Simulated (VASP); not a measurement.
# Hf4Cl3 (P6/mmm) in VASP: notebook

The runs below take Hf4Cl3 through single point, with PBE.

Everything below comes from runs of VASP 6.6.1. Logs are shortened: lines on timing, memory, paths and dates and some standing lists are left out, and cuts for length are marked.

## Step 1: The cell of the first run

It takes space group P6/mmm (No. 191, hexagonal). Conventional cell: a = 8.681 Å, b = 8.681 Å, c = 5.506 Å, α = 90.00°, β = 90.00°, γ = 120.00°. Hf (site symmetry -6m2) has 3 Cl at 2.51 Å and 2 Hf at 2.75 Å within 3.3 Å. Within 3.8 Å of Hf (site symmetry -6m2) lie 2 Hf at 2.75 Å and 6 Cl at 3.72 Å. Cl (site symmetry mmm) has 2 Hf at 2.51 Å within 3.3 Å.

The cell was built from a structure type or drawn by symmetry, and may not be a known phase.

## Step 2: Single point, PBE

INCAR

```
  PREC = Accurate
  ENCUT = 500
  EDIFF = 1E-6
  ISMEAR = 0
  SIGMA = 0.2
  LREAL = False
  LASPH = True
  NELM = 120
  ALGO = Normal
  ISIF = 2
  LWAVE = False
  LCHARG = False
  GGA = PE
  NBANDS = 40
  GGA_COMPAT = False
```

KPOINTS

```
regular mesh
0
Gamma
  3 3 4
```

POSCAR

```
Hf4Cl3
1.0
    8.6811047168      0.0000000000      0.0000000000
   -4.3405523584      7.5180572177      0.0000000000
    0.0000000000      0.0000000000      5.5062012909
Hf Cl
4 3
Direct
    0.3333333333      0.6666666667      0.0000000000
    0.6666666667      0.3333333333      0.0000000000
    0.3333333333      0.6666666667      0.5000000000
    0.6666666667      0.3333333333      0.5000000000
    0.5000000000      0.0000000000      0.0000000000
    0.0000000000      0.5000000000      0.0000000000
    0.5000000000      0.5000000000      0.0000000000
```

Potentials or basis: VASP PAW PBE potentials, release 64 (Hf_pv, Cl).

Run with:

```console
$ cat potpaw_PBE.64/Hf_pv/POTCAR potpaw_PBE.64/Cl/POTCAR > POTCAR
$ mpirun -np 1 vasp_std > vasp.out
```

OUTCAR:

```text
PREC = Accurate
   ENCUT = 500
   EDIFF = 1E-6
   ISMEAR = 0
   LREAL = False
   LASPH = True
   NELM = 120
   ISIF = 2
   GGA = PE

 ion  position               nearest neighbor table
   1  0.333  0.667  0.000-   6 2.51   5 2.51   7 2.51   3 2.75   3 2.75
   2  0.667  0.333  0.000-   6 2.51   5 2.51   7 2.51   4 2.75   4 2.75
   3  0.333  0.667  0.500-   1 2.75   1 2.75
   4  0.667  0.333  0.500-   2 2.75   2 2.75
   5  0.500  0.000  0.000-   1 2.51   2 2.51
   6  0.000  0.500  0.000-   1 2.51   2 2.51
   7  0.500  0.500  0.000-   1 2.51   2 2.51

  LATTYP: Found a hexagonal cell.
 ALAT       =     8.6811047168
 C/A-ratio  =     0.6342742624

  Lattice vectors:

 A1 = (   8.6811047168,   0.0000000000,   0.0000000000)
 A2 = (  -4.3405523584,   7.5180572177,   0.0000000000)
 A3 = (   0.0000000000,   0.0000000000,   5.5062012909)

Analysis of symmetry for initial positions (statically):
=====================================================================
 Subroutine PRICEL returns:
 Original cell was already a primitive cell.

 Routine SETGRP: Setting up the symmetry group for a
 hexagonal supercell.

 Subroutine GETGRP returns: Found 24 space group operations
 (whereof 24 operations were pure point group operations)
 out of a pool of 24 trial point group operations.

The static configuration has the point symmetry D_6h.

Analysis of symmetry for dynamics (positions and initial velocities):
=====================================================================
 Subroutine PRICEL returns:
 Original cell was already a primitive cell.

 Routine SETGRP: Setting up the symmetry group for a
 hexagonal supercell.

 Subroutine GETGRP returns: Found 24 space group operations
 (whereof 24 operations were pure point group operations)
 out of a pool of 24 trial point group operations.

The dynamic configuration has the point symmetry D_6h.

 Subroutine INISYM returns: Found 24 space group operations
 (whereof 24 operations are pure point group operations),
 and found     1 'primitive' translations

----------------------------------------------------------------------------------------

                                     Primitive cell

  volume of cell :     359.3625

  direct lattice vectors                    reciprocal lattice vectors
     8.681104717  0.000000000  0.000000000     0.115192713  0.066506544  0.000000000
    -4.340552358  7.518057218  0.000000000     0.000000000  0.133013087  0.000000000
     0.000000000  0.000000000  5.506201291     0.000000000  0.000000000  0.181613411
[... 84 lines left out ...]
   ISIF   =      2    stress and relaxation
   ISYM   =      2    0-nonsym 1-usesym 2-fastsym
   POTIM  = 0.5000    time-step for ionic-motion
   TEBEG  =    0.0;   TEEND  =   0.0 temperature during run
   PSTRESS=    0.0 pullay stress
   NELECT =      61.0000    total number of electrons
   NUPDOWN=      -1.0000    fix difference up-down
   EMIN   =  10.00;   EMAX   =-10.00  energy-range for DOS
   EFERMI =   0.00;   METHOD = LEGACY
   ISMEAR =     0;   SIGMA  =   0.20  broadening in eV -4-tet -1-fermi 0-gaus
   EFERMI_NEDOS =   21; number of points for ismear=-14 and -15
   IALGO  =     38    algorithm
   IMIX   =      4    mixing-type and parameters
     AMIX     =   0.40;   BMIX     =  1.00
     AMIX_MAG =   1.60;   BMIX_MAG =  1.00
  volume/ion in A,a.u.               =      51.34       346.44
  Fermi-wavevector in a.u.,A,eV,Ry     =   0.906443  1.712929 11.179078  0.821639
  Thomas-Fermi vector in A             =   2.030131
   LORBIT       =      0    0 simple, 1 ext, 2 COOP (PROOUT), +10 PAW based schemes
   GGA     = PE    functional components
   LHFCALC =     F    Hartree Fock is set to
   AEXX    =    0.0000 exact exchange contribution
   IVDW    =     0    specifies the selected vdW correction
   LEPSILON=     F    determine dielectric tensor
   LRPA    =     F    only Hartree local field effects (RPA)
 non-spin polarized calculation
 Gauss-broadening in eV      SIGMA  =   0.20
  energy-cutoff  :      500.00
  volume of cell :      359.36
 maximum number of plane-waves:      9164
 NGX is ok and might be reduce to    64
   NGX = 31   NGY = 31   NGZ = 21

 number of electron      61.0000004 magnetization

 Free energy of the ion-electron system (eV)
  ---------------------------------------------------
  ext. energy  EPLUGINS =         0.00000000
  ---------------------------------------------------
  free energy    TOTEN  =       -39.36213385 eV

  energy without entropy =      -39.14763689  energy(sigma->0) =      -39.25488537

 E-fermi :   0.5457     XC(G=0):  -6.1088

 val. band max:        0.5447693225   @ k =   0.3333   0.3333   0.5000
 cond. band min:       0.5672901521   @ k =   0.3333   0.3333   0.5000
 fundamental gap:      0.0225208296
 Fermi energy:         0.5456607159

 k-point     1 :       0.0000    0.0000    0.0000
  band No.  band energies     occupation
      1     -31.4160      2.00000
      2     -31.4160      2.00000
      3     -31.4138      2.00000
      4     -31.4138      2.00000
      5     -31.2943      2.00000
      6     -31.2938      2.00000
[... 376 lines left out ...]
     39       1.6709      0.00000
     40       1.9132      0.00000

------------------------ aborting loop because EDIFF is reached ----------------------------------------

  FORCE on cell =-STRESS in cart. coord.  units (eV):
  Direction    XX          YY          ZZ          XY          YZ          ZX
  --------------------------------------------------------------------------------------
  -------------------------------------------------------------------------------------
  Total       -0.4345464     -0.4345464     -0.3044158      0.0000000      0.0000000      0.0000000
  in kB       -1.9373767     -1.9373767     -1.3572037      0.0000000      0.0000000      0.0000000
  external PRESSURE =      -1.7439857 kB  Pullay stress =       0.0000000 kB

 VOLUME and BASIS-vectors are now :
 -----------------------------------------------------------------------------
  energy-cutoff  :      500.00
  volume of cell :      359.36
      direct lattice vectors                 reciprocal lattice vectors
     8.681104717  0.000000000  0.000000000     0.115192713  0.066506544  0.000000000
    -4.340552358  7.518057218  0.000000000     0.000000000  0.133013087  0.000000000
     0.000000000  0.000000000  5.506201291     0.000000000  0.000000000  0.181613411

 POSITION                                       TOTAL-FORCE (eV/Angst)
 -----------------------------------------------------------------------------------
     -0.00000      5.01204      0.00000        -0.000000      0.000000      0.000000
      4.34055      2.50602      0.00000         0.000000     -0.000000      0.000000
     -0.00000      5.01204      2.75310        -0.000000      0.000000      0.000000
      4.34055      2.50602      2.75310         0.000000      0.000000      0.000000
      4.34055      0.00000      0.00000         0.000000      0.000000      0.000000
     -2.17028      3.75903      0.00000         0.000000      0.000000      0.000000
      2.17028      3.75903      0.00000         0.000000      0.000000      0.000000
 -----------------------------------------------------------------------------------
    total drift:                               -0.000000      0.000000      0.000000

  FREE ENERGIE OF THE ION-ELECTRON SYSTEM (eV)
  ---------------------------------------------------
  free  energy   TOTEN  =       -39.3621338461 eV

  energy  without entropy=      -39.1476368882  energy(sigma->0) =      -39.25488537
```

Wall time 87 s (1 thread of Intel Xeon 6975P-C (Granite Rapids), shared host); peak memory 0.45 GiB.

What came out:

```
Free energy            : -39.3621 eV
Pressure               : -0.2 GPa
Band gap on the k mesh : zero (an odd number of electrons rules out a gap without spin polarisation)
```

Caveat: spin-orbit coupling is left out, which moves the levels of the heavy elements; an odd number of electrons without spin polarisation forces a metal; a magnetic or distorted state may lie lower.

## Step 3: Single point, PBE

This run uses another cell than the first one, of 47.23 Å³/atom.

INCAR

```
PREC = Accurate
ENCUT = 500
EDIFF = 1E-6
ISMEAR = 0
SIGMA = 0.2
LREAL = False
LASPH = True
NELM = 120
ALGO = Normal
ISIF = 2
LWAVE = False
LCHARG = True
GGA = PE
LELF = True
LVHAR = True
NBANDS = 40
GGA_COMPAT = False
```

KPOINTS

```
Automatic mesh
0
Gamma
  5 5 2
```

POSCAR

```
Hf4Cl3
1.0
    5.7125249542      0.0000000000      0.0000000000
   -2.8562624771      4.9471917301      0.0000000000
    0.0000000000      0.0000000000     11.6987514556
Hf Cl
4 3
Direct
    0.5000000000      0.0000000000      0.0000000000
    0.0000000000      0.5000000000      0.0000000000
    0.5000000000      0.5000000000      0.0000000000
    0.0000000000      0.0000000000      0.5000000000
    0.0000000000      0.0000000000      0.3011358123
    0.0000000000      0.0000000000      0.6988641877
    0.0000000000      0.0000000000      0.0000000000
```

Potentials or basis: VASP PAW PBE potentials, release 64 (Hf_pv, Cl).

Run with:

```console
$ cat potpaw_PBE.64/Hf_pv/POTCAR potpaw_PBE.64/Cl/POTCAR > POTCAR
$ mpirun -np 1 vasp_std > vasp.out
```

OUTCAR:

```text
PREC = Accurate
   ENCUT = 500
   EDIFF = 1E-6
   ISMEAR = 0
   LREAL = False
   LASPH = True
   NELM = 120
   ISIF = 2
   GGA = PE

 ion  position               nearest neighbor table
   1  0.500  0.000  0.000-   7 2.86   7 2.86   2 2.86   3 2.86   3 2.86   2 2.86
   2  0.000  0.500  0.000-   3 2.86   3 2.86   7 2.86   7 2.86   1 2.86   1 2.86
   3  0.500  0.500  0.000-   2 2.86   2 2.86   7 2.86   1 2.86   1 2.86   7 2.86
   4  0.000  0.000  0.500-   5 2.33   6 2.33
   5  0.000  0.000  0.301-   4 2.33
   6  0.000  0.000  0.699-   4 2.33
   7  0.000  0.000  0.000-   1 2.86   1 2.86   3 2.86   2 2.86   2 2.86   3 2.86

  LATTYP: Found a hexagonal cell.
 ALAT       =     5.7125249542
 C/A-ratio  =     2.0479125342

  Lattice vectors:

 A1 = (   5.7125249542,   0.0000000000,   0.0000000000)
 A2 = (  -2.8562624771,   4.9471917301,   0.0000000000)
 A3 = (   0.0000000000,   0.0000000000,  11.6987514556)

Analysis of symmetry for initial positions (statically):
=====================================================================
 Subroutine PRICEL returns:
 Original cell was already a primitive cell.

 Routine SETGRP: Setting up the symmetry group for a
 hexagonal supercell.

 Subroutine GETGRP returns: Found 24 space group operations
 (whereof 24 operations were pure point group operations)
 out of a pool of 24 trial point group operations.

The static configuration has the point symmetry D_6h.

Analysis of symmetry for dynamics (positions and initial velocities):
=====================================================================
 Subroutine PRICEL returns:
 Original cell was already a primitive cell.

 Routine SETGRP: Setting up the symmetry group for a
 hexagonal supercell.

 Subroutine GETGRP returns: Found 24 space group operations
 (whereof 24 operations were pure point group operations)
 out of a pool of 24 trial point group operations.

The dynamic configuration has the point symmetry D_6h.

 Subroutine INISYM returns: Found 24 space group operations
 (whereof 24 operations are pure point group operations),
 and found     1 'primitive' translations

----------------------------------------------------------------------------------------

                                     Primitive cell

  volume of cell :     330.6179

  direct lattice vectors                    reciprocal lattice vectors
     5.712524954  0.000000000  0.000000000     0.175053940  0.101067439  0.000000000
    -2.856262477  4.947191730  0.000000000     0.000000000  0.202134879  0.000000000
     0.000000000  0.000000000 11.698751456     0.000000000  0.000000000  0.085479207

  length of vectors
     5.712524954  5.712524954 11.698751456     0.202134879  0.202134879  0.085479207

  position of ions in fractional coordinates (direct lattice)
     0.500000000  0.000000000  0.000000000
     1.000000000  0.500000000  0.000000000
     0.500000000  0.500000000  0.000000000
     0.000000000  0.000000000  0.500000000
     0.000000000  0.000000000  0.301135812
     0.000000000  0.000000000  0.698864188
[... 39 lines left out ...]
            Coordinates               Weight
  0.000000  0.000000  0.000000      1.000000
  0.200000  0.000000  0.000000      6.000000
  0.400000  0.000000  0.000000      6.000000
  0.200000  0.200000  0.000000      6.000000
  0.400000  0.200000  0.000000      6.000000
  0.000000  0.000000  0.500000      1.000000
  0.200000  0.000000  0.500000      6.000000
  0.400000  0.000000  0.500000      6.000000
  0.200000  0.200000  0.500000      6.000000
  0.400000  0.200000  0.500000      6.000000
   k-points           NKPTS =     10   k-points in BZ     NKDIM =     10   number of bands    NBANDS=     40
   number of dos      NEDOS =    301   number of ions     NIONS =      7
   total plane-waves  NPLWV = 158760
   dimension x,y,z NGX =    42 NGY =   42 NGZ =   90
   dimension x,y,z NGXF=    84 NGYF=   84 NGZF=  180
   ions per type =               4   3
   NGX,Y,Z   is equivalent  to a cutoff of  12.22, 12.22, 12.79 a.u.
   NGXF,Y,Z  is equivalent  to a cutoff of  24.45, 24.45, 25.58 a.u.
 SYSTEM =  unknown system
   PREC   = accura    normal or accurate (medium, high low for compatibility)
   ISTART =      0    job   : 0-new  1-cont  2-samecut
   ICHARG =      2    charge: 1-file 2-atom 10-const
   ISPIN  =      1    spin polarized calculation?
   LNONCOLLINEAR =      F non collinear calculations
   LSORBIT =      F    spin-orbit coupling
   LASPH  =      T    aspherical Exc in radial PAW
   ENCUT  =  500.0 eV  36.75 Ry    6.06 a.u.  10.42 10.42 21.33*2*pi/ulx,y,z
   NELM   =    120;   NELMIN=  2; NELMDL= -5     # of ELM steps
   EDIFF  = 0.1E-05   stopping-criterion for ELM
   LREAL  =      F    real-space projection
   EDIFFG = 0.1E-04   stopping-criterion for IOM
   NSW    =      0    number of steps for IOM
   IBRION =     -1    ionic relax: 0-MD 1-quasi-New 2-CG
   NFREE  =      0    steps in history (QN), initial steepest desc. (CG)
   ISIF   =      2    stress and relaxation
   ISYM   =      2    0-nonsym 1-usesym 2-fastsym
   POTIM  = 0.5000    time-step for ionic-motion
   TEBEG  =    0.0;   TEEND  =   0.0 temperature during run
   PSTRESS=    0.0 pullay stress
   NELECT =      61.0000    total number of electrons
   NUPDOWN=      -1.0000    fix difference up-down
   EMIN   =  10.00;   EMAX   =-10.00  energy-range for DOS
   EFERMI =   0.00;   METHOD = LEGACY
   ISMEAR =     0;   SIGMA  =   0.20  broadening in eV -4-tet -1-fermi 0-gaus
   EFERMI_NEDOS =   21; number of points for ismear=-14 and -15
   IALGO  =     38    algorithm
   IMIX   =      4    mixing-type and parameters
     AMIX     =   0.40;   BMIX     =  1.00
     AMIX_MAG =   1.60;   BMIX_MAG =  1.00
  volume/ion in A,a.u.               =      47.23       318.73
  Fermi-wavevector in a.u.,A,eV,Ry     =   0.931986  1.761198 11.817988  0.868598
  Thomas-Fermi vector in A             =   2.058536
   LORBIT       =      0    0 simple, 1 ext, 2 COOP (PROOUT), +10 PAW based schemes
   GGA     = PE    functional components
   LHFCALC =     F    Hartree Fock is set to
   AEXX    =    0.0000 exact exchange contribution
   IVDW    =     0    specifies the selected vdW correction
   LEPSILON=     F    determine dielectric tensor
   LRPA    =     F    only Hartree local field effects (RPA)
 non-spin polarized calculation
 Gauss-broadening in eV      SIGMA  =   0.20
  energy-cutoff  :      500.00
  volume of cell :      330.62
 maximum number of plane-waves:      8430
 NGX is ok and might be reduce to    42
   NGX = 21   NGY = 21   NGZ = 43

 number of electron      60.9999992 magnetization

 Free energy of the ion-electron system (eV)
  ---------------------------------------------------
  ext. energy  EPLUGINS =         0.00000000
  ---------------------------------------------------
  free energy    TOTEN  =       -40.47014451 eV

  energy without entropy =      -40.24559254  energy(sigma->0) =      -40.35786853

 E-fermi :   0.4523     XC(G=0):  -6.6139

 val. band max:        0.4429241025   @ k =   0.4000   0.0000   0.0000
 cond. band min:       0.4788810127   @ k =   0.4000   0.0000   0.5000
 fundamental gap:      0.0359569103
 Fermi energy:         0.4523336073

 k-point     1 :       0.0000    0.0000    0.0000
  band No.  band energies     occupation
      1     -32.6026      2.00000
      2     -32.6026      2.00000
      3     -32.3149      2.00000
      4     -31.0947      2.00000
      5     -31.0464      2.00000
      6     -31.0464      2.00000
[... 419 lines left out ...]
     39       1.8259      0.00000
     40       1.9068      0.00000

------------------------ aborting loop because EDIFF is reached ----------------------------------------

  FORCE on cell =-STRESS in cart. coord.  units (eV):
  Direction    XX          YY          ZZ          XY          YZ          ZX
  --------------------------------------------------------------------------------------
  -------------------------------------------------------------------------------------
  Total       -0.8590772     -0.8590772      0.0563443      0.0000000      0.0000000     -0.0000000
  in kB       -4.1630959     -4.1630959      0.2730450      0.0000000      0.0000000     -0.0000000
  external PRESSURE =      -2.6843823 kB  Pullay stress =       0.0000000 kB

 VOLUME and BASIS-vectors are now :
 -----------------------------------------------------------------------------
  energy-cutoff  :      500.00
  volume of cell :      330.62
      direct lattice vectors                 reciprocal lattice vectors
     5.712524954  0.000000000  0.000000000     0.175053940  0.101067439  0.000000000
    -2.856262477  4.947191730  0.000000000     0.000000000  0.202134879  0.000000000
     0.000000000  0.000000000 11.698751456     0.000000000  0.000000000  0.085479207

 POSITION                                       TOTAL-FORCE (eV/Angst)
 -----------------------------------------------------------------------------------
      2.85626      0.00000      0.00000         0.000000     -0.000000      0.000000
     -1.42813      2.47360      0.00000         0.000000     -0.000000      0.000000
      1.42813      2.47360      0.00000         0.000000     -0.000000      0.000000
      0.00000      0.00000      5.84938         0.000000     -0.000000      0.000000
      0.00000      0.00000      3.52291        -0.000000      0.000000      0.111858
      0.00000      0.00000      8.17584         0.000000     -0.000000     -0.111858
      0.00000      0.00000      0.00000         0.000000     -0.000000      0.000000
 -----------------------------------------------------------------------------------
    total drift:                                0.000000      0.000000     -0.000000

  FREE ENERGIE OF THE ION-ELECTRON SYSTEM (eV)
  ---------------------------------------------------
  free  energy   TOTEN  =       -40.4701445146 eV

  energy  without entropy=      -40.2455925366  energy(sigma->0) =      -40.35786853
```

Wall time 4.3 min (1 thread of Intel Xeon 6975P-C (Granite Rapids), shared host); peak memory 0.44 GiB.

What came out:

| Item | Value |
| --- | --- |
| Free energy | -40.4701 eV |
| Pressure | -0.3 GPa |
| Largest force | 0.112 eV/Å |
| Band gap on the k mesh | zero (an odd number of electrons rules out a gap without spin polarisation) |

Forces on the atoms (eV/Å):
```
Hf   0.000  0.000  0.000
Hf   0.000  0.000  0.000
Hf   0.000  0.000  0.000
Hf   0.000  0.000  0.000
Cl   0.000  0.000  0.112
Cl   0.000  0.000 -0.112
Cl   0.000  0.000  0.000
```

Levels at points of the mesh, in eV from the Fermi level:
| k point | band 26 | band 27 | band 28 | band 29 | band 30 | band 31 | band 32 | band 33 | band 34 | band 35 |
| --- | --- | --- | --- | --- | --- | --- | --- | --- | --- | --- |
| (0.00, 0.00, 0.00) | -2.22 | -2.22 | -1.52 | -1.50 | -0.79 | -0.43 | -0.43 | 0.12 | 0.23 | 0.23 |
| (0.00, 0.00, 0.50) | -2.22 | -2.22 | -1.52 | -1.49 | -0.79 | -0.40 | -0.40 | 0.11 | 0.23 | 0.23 |

Caveat: spin-orbit coupling is left out, which moves the levels of the heavy elements; this functional lacks dispersion, which binds the layers, so the pressure and a relaxed spacing across them are unreliable; an odd number of electrons without spin polarisation forces a metal; a magnetic or distorted state may lie lower.
